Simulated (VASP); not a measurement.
# KTaO3: single point with LDA

Crystal: KTaO3.

```
K Ta O
1.0
     3.95224    0.00000    0.00000
     0.00000    3.95224    0.00000
     0.00000    0.00000    3.95224
K Ta O
1 1 3
Direct
  0.50000 0.50000 0.50000
  0.00000 0.00000 0.00000
  0.50000 0.00000 0.00000
  0.00000 0.50000 0.00000
  0.00000 0.00000 0.50000
```

```yaml
Program: VASP 6.6.1
Task: single point
Functional: LDA
Potentials_or_basis: VASP PAW LDA potentials, release 64 (K_sv, Ta_sv_GW, O)
Cutoff: 600 eV
k_mesh: 4 × 4 × 4
Occupations: gaussian, width 0.01 eV
Spin: no spin polarisation
```

```json
{
 "Pressure": "0.8 GPa",
 "Band gap on the k mesh": "2.09 eV, indirect (least direct gap 2.70 eV)"
}
```

Levels at points of the mesh, in eV from the valence-band top:
| k point | band 16 | band 17 | band 18 | band 19 | band 20 | band 21 | band 22 | band 23 | band 24 | band 25 |
| --- | --- | --- | --- | --- | --- | --- | --- | --- | --- | --- |
| (0.00, 0.00, 0.00) | -1.12 | -1.12 | -0.61 | -0.61 | -0.61 | 2.09 | 2.09 | 2.09 | 6.59 | 7.10 |
| (0.50, 0.00, 0.00) | -2.34 | -2.24 | -1.63 | -0.84 | -0.84 | 2.27 | 5.13 | 5.13 | 7.15 | 8.79 |
| (0.50, 0.50, 0.00) | -3.00 | -1.57 | -1.48 | -1.48 | -0.04 | 5.17 | 5.17 | 6.50 | 8.03 | 10.04 |
| (0.50, 0.50, 0.50) | -4.03 | -4.03 | 0.00 | 0.00 | 0.00 | 6.66 | 6.66 | 6.66 | 8.79 | 8.79 |

It took 23 s on 1 thread of Intel(R) Xeon(R) Platinum 8488C (Sapphire Rapids) (shared host), peak memory 0.16 GiB.

Caveat: spin-orbit coupling is left out, which moves the levels of the heavy elements. A hybrid or GW would open this gap; LDA tends to underestimate it.
